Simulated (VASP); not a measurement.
# Pd (Fm-3m) in VASP: further runs

The runs below take Pd through single point, relaxation of cell and atoms, with PBEsol.

Everything below comes from runs of VASP 6.6.1. Logs are shortened: lines on timing, memory, paths and dates and some standing lists are left out, and cuts for length are marked.

**1. The cell of the first run**

The structure is cubic, space group Fm-3m (No. 225). Conventional cell: a = 3.880 Å, b = 3.880 Å, c = 3.880 Å, α = 90.00°, β = 90.00°, γ = 90.00°. Within 3.6 Å of Pd (site symmetry m-3m) lie 12 Pd at 2.74 Å.

**2. Single point, PBEsol**

INCAR

```
SYSTEM = Pd
  PREC = Accurate
  ENCUT = 520
  EDIFF = 1E-6
  ISMEAR = -1
  SIGMA = 0.1
  LREAL = .False.
  LASPH = .True.
  NELM = 100
  ALGO = Normal
  ISIF = 2
  LWAVE = .False.
  LCHARG = .False.
  GGA = PS
  NBANDS = 11
```

KPOINTS

```
regular mesh
0
Gamma
  11 11 11
  0 0 0
```

POSCAR

```
Pd
1.0
    0.0000000000      1.9401252020      1.9401252020
    1.9401252020      0.0000000000      1.9401252020
    1.9401252020      1.9401252020      0.0000000000
Pd
1
Direct
    0.0000000000      0.0000000000      0.0000000000
```

Potentials or basis: VASP PAW PBE potentials, release 64 (Pd).

The run is started by

```sh
cat potpaw_PBE.64/Pd/POTCAR > POTCAR
mpirun -np 1 vasp_std > vasp.out
```

OUTCAR:

```text
SYSTEM = Pd
   PREC = Accurate
   ENCUT = 520
   EDIFF = 1E-6
   ISMEAR = -1
   LREAL = .False.
   LASPH = .True.
   NELM = 100
   ISIF = 2
   GGA = PS

 ion  position               nearest neighbor table
   1  0.000  0.000  0.000-

  LATTYP: Found a face centered cubic cell.
 ALAT       =     3.8802504040

  Lattice vectors:

 A1 = (   0.0000000000,   1.9401252020,   1.9401252020)
 A2 = (   1.9401252020,   0.0000000000,   1.9401252020)
 A3 = (   1.9401252020,   1.9401252020,   0.0000000000)

Analysis of symmetry for initial positions (statically):
=====================================================================
 Subroutine PRICEL returns:
 Original cell was already a primitive cell.

 Routine SETGRP: Setting up the symmetry group for a
 face centered cubic supercell.

 Subroutine GETGRP returns: Found 48 space group operations
 (whereof 48 operations were pure point group operations)
 out of a pool of 48 trial point group operations.

The static configuration has the point symmetry O_h .

Analysis of symmetry for dynamics (positions and initial velocities):
=====================================================================
 Subroutine PRICEL returns:
 Original cell was already a primitive cell.

 Routine SETGRP: Setting up the symmetry group for a
 face centered cubic supercell.

 Subroutine GETGRP returns: Found 48 space group operations
 (whereof 48 operations were pure point group operations)
 out of a pool of 48 trial point group operations.

The dynamic configuration has the point symmetry O_h .

 Subroutine INISYM returns: Found 48 space group operations
 (whereof 48 operations are pure point group operations),
 and found     1 'primitive' translations

----------------------------------------------------------------------------------------

                                     Primitive cell

  volume of cell :      14.6056

  direct lattice vectors                    reciprocal lattice vectors
     0.000000000  1.940125202  1.940125202    -0.257715327  0.257715327  0.257715327
     1.940125202  0.000000000  1.940125202     0.257715327 -0.257715327  0.257715327
     1.940125202  1.940125202  0.000000000     0.257715327  0.257715327 -0.257715327

  length of vectors
     2.743751373  2.743751373  2.743751373     0.446376039  0.446376039  0.446376039

  position of ions in fractional coordinates (direct lattice)
     0.000000000  0.000000000  0.000000000

  ion indices of the primitive-cell ions
   primitive index   ion index
                 1           1

----------------------------------------------------------------------------------------

 KPOINTS: regular mesh

Automatic generation of k-mesh.
 Grid dimensions read from file:
 generate k-points for:   11   11   11

 Generating k-lattice:

  Cartesian coordinates                     Fractional coordinates (reciprocal lattice)
    -0.023428666  0.023428666  0.023428666     0.090909091  0.000000000  0.000000000
     0.023428666 -0.023428666  0.023428666     0.000000000  0.090909091  0.000000000
     0.023428666  0.023428666 -0.023428666     0.000000000  0.000000000  0.090909091

  Length of vectors
     0.040579640  0.040579640  0.040579640

  Shift w.r.t. Gamma in fractional coordinates (k-lattice)
     0.000000000  0.000000000  0.000000000

 Subroutine IBZKPT returns following result:
 ===========================================

 Found     56 irreducible k-points:

 Following reciprocal coordinates:
            Coordinates               Weight
  0.000000  0.000000  0.000000      1.000000
  0.090909  0.000000  0.000000      8.000000
  0.181818  0.000000  0.000000      8.000000
  0.272727  0.000000  0.000000      8.000000
  0.363636  0.000000  0.000000      8.000000
  0.454545  0.000000  0.000000      8.000000
[... 16 lines left out ...]
 -0.272727  0.181818  0.000000     24.000000
 -0.181818  0.181818  0.000000     12.000000
 [... further k-points ...]
   k-points           NKPTS =     56   k-points in BZ     NKDIM =     56   number of bands    NBANDS=     11
   number of dos      NEDOS =    301   number of ions     NIONS =      1
   total plane-waves  NPLWV =   8000
   dimension x,y,z NGX =    20 NGY =   20 NGZ =   20
   dimension x,y,z NGXF=    40 NGYF=   40 NGZF=   40
   ions per type =               1
   NGX,Y,Z   is equivalent  to a cutoff of  12.12, 12.12, 12.12 a.u.
   NGXF,Y,Z  is equivalent  to a cutoff of  24.24, 24.24, 24.24 a.u.
 SYSTEM =  Pd
   PREC   = accura    normal or accurate (medium, high low for compatibility)
   ISTART =      0    job   : 0-new  1-cont  2-samecut
   ICHARG =      2    charge: 1-file 2-atom 10-const
   ISPIN  =      1    spin polarized calculation?
   LNONCOLLINEAR =      F non collinear calculations
   LSORBIT =      F    spin-orbit coupling
   LASPH  =      T    aspherical Exc in radial PAW
   ENCUT  =  520.0 eV  38.22 Ry    6.18 a.u.   5.10  5.10  5.10*2*pi/ulx,y,z
   NELM   =    100;   NELMIN=  2; NELMDL= -5     # of ELM steps
   EDIFF  = 0.1E-05   stopping-criterion for ELM
   LREAL  =      F    real-space projection
   EDIFFG = 0.1E-04   stopping-criterion for IOM
   NSW    =      0    number of steps for IOM
   IBRION =     -1    ionic relax: 0-MD 1-quasi-New 2-CG
   NFREE  =      0    steps in history (QN), initial steepest desc. (CG)
   ISIF   =      2    stress and relaxation
   ISYM   =      2    0-nonsym 1-usesym 2-fastsym
   POTIM  = 0.5000    time-step for ionic-motion
   TEBEG  =    0.0;   TEEND  =   0.0 temperature during run
   PSTRESS=    0.0 pullay stress
   NELECT =      10.0000    total number of electrons
   NUPDOWN=      -1.0000    fix difference up-down
   EMIN   =  10.00;   EMAX   =-10.00  energy-range for DOS
   EFERMI =   0.00;   METHOD = LEGACY
   ISMEAR =    -1;   SIGMA  =   0.10  broadening in eV -4-tet -1-fermi 0-gaus
   EFERMI_NEDOS =   21; number of points for ismear=-14 and -15
   IALGO  =     38    algorithm
   IMIX   =      4    mixing-type and parameters
     AMIX     =   0.40;   BMIX     =  1.00
     AMIX_MAG =   1.60;   BMIX_MAG =  1.00
  volume/ion in A,a.u.               =      14.61        98.56
  Fermi-wavevector in a.u.,A,eV,Ry     =   1.442896  2.726678 28.326640  2.081949
  Thomas-Fermi vector in A             =   2.561365
   LORBIT       =      0    0 simple, 1 ext, 2 COOP (PROOUT), +10 PAW based schemes
   GGA     = PS    functional components
   LHFCALC =     F    Hartree Fock is set to
   AEXX    =    0.0000 exact exchange contribution
   IVDW    =     0    specifies the selected vdW correction
   LEPSILON=     F    determine dielectric tensor
   LRPA    =     F    only Hartree local field effects (RPA)
 non-spin polarized calculation
  energy-cutoff  :      520.00
  volume of cell :       14.61
 maximum number of plane-waves:       411
   NGX = 11   NGY = 11   NGZ = 11

 number of electron      10.0000001 magnetization

 Free energy of the ion-electron system (eV)
  ---------------------------------------------------
  ext. energy  EPLUGINS =         0.00000000
  ---------------------------------------------------
  free energy    TOTEN  =        -5.98379170 eV

  energy without entropy =       -5.91353669  energy(sigma->0) =       -5.94866419

 E-fermi :   9.8275     XC(G=0): -13.4413

 val. band max:        9.8230394373   @ k =   0.4545   0.1818   0.0000
 cond. band min:       9.8688997240   @ k =   0.4545   0.2727   0.0000
 fundamental gap:      0.0458602867
 Fermi energy:         9.8274686717

 k-point     1 :       0.0000    0.0000    0.0000
  band No.  band energies     occupation
      1       2.4708      2.00000
      2       6.8929      2.00000
      3       6.8929      2.00000
      4       6.8929      2.00000
      5       8.5490      1.99999
      6       8.5490      1.99999
      7      26.9204      0.00000
      8      31.7437      0.00000
      9      31.7437      0.00000
     10      31.7437      0.00000
     11      35.8553      0.00000

 k-point     2 :       0.0909    0.0000    0.0000
  band No.  band energies     occupation
      1       2.7703      2.00000
      2       6.7894      2.00000
      3       6.9945      2.00000
      4       6.9945      2.00000
      5       8.5029      2.00000
      6       8.5029      2.00000
      7      27.2234      0.00000
      8      30.0301      0.00000
      9      32.0920      0.00000
     10      32.0920      0.00000
     11      35.9310      0.00000

 k-point     3 :       0.1818    0.0000    0.0000
  band No.  band energies     occupation
      1       3.5597      2.00000
      2       6.6379      2.00000
      3       7.1787      2.00000
      4       7.1787      2.00000
      5       8.4962      2.00000
      6       8.4962      2.00000
      7      26.6517      0.00000
      8      28.1887      0.00000
      9      32.9675      0.00000
     10      32.9675      0.00000
     11      35.8255      0.00000

 k-point     4 :       0.2727    0.0000    0.0000
  band No.  band energies     occupation
      1       4.3195      2.00000
      2       7.0439      2.00000
      3       7.1657      2.00000
      4       7.1657      2.00000
      5       8.8105      1.99992
      6       8.8105      1.99992
      7      23.4992      0.00000
      8      27.8218      0.00000
      9      33.4287      0.00000
     10      33.4287      0.00000
     11      35.6944      0.00000
[... 239 lines left out ...]
 k-point    22 :      -0.3636    0.1818    0.0000
  band No.  band energies     occupation
      1       5.1714      2.00000
      2       6.4194      2.00000
      3       7.4818      2.00000
      4       7.4974      2.00000
      5       9.2106      1.99582
      6      12.8689      0.00000
      7      18.6994      0.00000
      8      25.0237      0.00000
      9      28.7256      0.00000
     10      30.4634      0.00000
     11      35.9408      0.00000

 k-point    23 :      -0.2727    0.1818    0.0000
  band No.  band energies     occupation
      1       5.3461      2.00000
      2       6.5147      2.00000
      3       6.8903      2.00000
      4       7.6181      2.00000
      5       8.5050      2.00000
      6      11.2417      0.00000
      7      21.9044      0.00000
      8      25.0489      0.00000
      9      29.4444      0.00000
     10      32.8116      0.00000
     11      34.3845      0.00000

 k-point    24 :      -0.1818    0.1818    0.0000
  band No.  band energies     occupation
      1       4.9763      2.00000
      2       6.1892      2.00000
      3       7.0941      2.00000
      4       7.8213      2.00000
      5       7.8764      2.00000
      6       9.9469      0.46494
      7      24.8684      0.00000
      8      25.8453      0.00000
      9      30.9771      0.00000
     10      32.3463      0.00000
     11      34.9390      0.00000

 [... further k-points ...]
[... 5 lines left out ...]
  --------------------------------------------------------------------------------------
  -------------------------------------------------------------------------------------
  Total       -0.0328308     -0.0328308     -0.0328308      0.0000000      0.0000000      0.0000000
  in kB       -3.6014065     -3.6014065     -3.6014065      0.0000000      0.0000000      0.0000000
  external PRESSURE =      -3.6014065 kB  Pullay stress =       0.0000000 kB

 VOLUME and BASIS-vectors are now :
 -----------------------------------------------------------------------------
  energy-cutoff  :      520.00
  volume of cell :       14.61
      direct lattice vectors                 reciprocal lattice vectors
     0.000000000  1.940125202  1.940125202    -0.257715327  0.257715327  0.257715327
     1.940125202  0.000000000  1.940125202     0.257715327 -0.257715327  0.257715327
     1.940125202  1.940125202  0.000000000     0.257715327  0.257715327 -0.257715327

 POSITION                                       TOTAL-FORCE (eV/Angst)
 -----------------------------------------------------------------------------------
      0.00000      0.00000      0.00000         0.000000      0.000000      0.000000
 -----------------------------------------------------------------------------------
    total drift:                               -0.000000     -0.000000     -0.000000

  FREE ENERGIE OF THE ION-ELECTRON SYSTEM (eV)
  ---------------------------------------------------
  free  energy   TOTEN  =        -5.9837916989 eV

  energy  without entropy=       -5.9135366868  energy(sigma->0) =       -5.94866419
```

Run time: 5.2 s. Hardware: 1 thread of AMD EPYC 9R45 (Zen 5), shared host; peak memory 0.1 GiB.

What came out:

```
Free energy            : -5.9838 eV
Pressure               : -0.4 GPa
Band gap on the k mesh : zero (band 5 reaches 10.03 eV, above the bottom of band 6 at 8.50 eV)
```

Caveat: the PAW data sets were made with another functional, which shifts forces and pressure a little.

**3. Relaxation of cell and atoms, PBEsol**

This run uses another cell than the first one, of 14.75 Å³/atom, 1.010 times its volume.

INCAR

```
SYSTEM = Pd
  PREC = Accurate
  ENCUT = 600
  EDIFF = 1E-6
  ISMEAR = -1
  SIGMA = 0.1
  LREAL = .False.
  LASPH = .True.
  NELM = 60
  ALGO = Normal
  ISIF = 3
  LWAVE = .False.
  LCHARG = .False.
  GGA = PS
  IBRION = 2
  NSW = 60
  EDIFFG = -0.03
```

KPOINTS

```
Automatic mesh
0
Gamma
  11 11 11
  0 0 0
```

POSCAR

```
Pd
1.0
    0.0000000000      1.9465000000      1.9465000000
    1.9465000000      0.0000000000      1.9465000000
    1.9465000000      1.9465000000      0.0000000000
Pd
1
Direct
    0.0000000000      0.0000000000      0.0000000000
```

Potentials or basis: VASP PAW PBE potentials, release 64 (Pd).

The run is started by

```sh
cat potpaw_PBE.64/Pd/POTCAR > POTCAR
mpirun -np 1 vasp_std > vasp.out
```

Wall time 13 s (1 thread of AMD EPYC 9R45 (Zen 5), shared host); peak memory 0.12 GiB.

The run converged. Its results:

```
Free energy                            : -5.9843 eV
Relaxed volume                         : 14.58 Å³/atom
Relaxed cell                           : a = 2.742 Å, b = 2.742 Å, c = 2.742 Å, α = 60.00°, β = 60.00°, γ = 60.00°
Space group after relaxing (to 0.05 Å) : Fm-3m (No. 225)
Energy gained by relaxing              : 1.3 meV/atom
Ionic steps                            : 3
Pressure after relaxing                : -0.1 GPa
Band gap on the k mesh                 : zero (band 5 reaches 10.06 eV, above the bottom of band 6 at 8.52 eV)
```

Step by step:
```
step  energy change (eV)  largest force (eV/Å)  pressure (GPa)  volume (Å³)
   1              0.0000                0.0000           -2.31        14.75
   2              0.0022                0.0000            3.93        14.30
   3             -0.0013                0.0000           -0.06        14.58
```

Final structure:
```xyz
1
Lattice="0.0000 1.9391 1.9391 1.9391 0.0000 1.9391 1.9391 1.9391 0.0000" Properties=species:S:1:pos:R:3 pbc="T T T"
Pd    0.0000    0.0000    0.0000
```

Levels at points of the mesh, in eV from the Fermi level:
```
           k point  band 3  band 4  band 5  band 6  band 7  band 8
(0.00, 0.00, 0.00)   -2.94   -2.94   -1.28   -1.28   17.09   21.93
```

Caveat: the PAW data sets were made with another functional, which shifts forces and pressure a little.
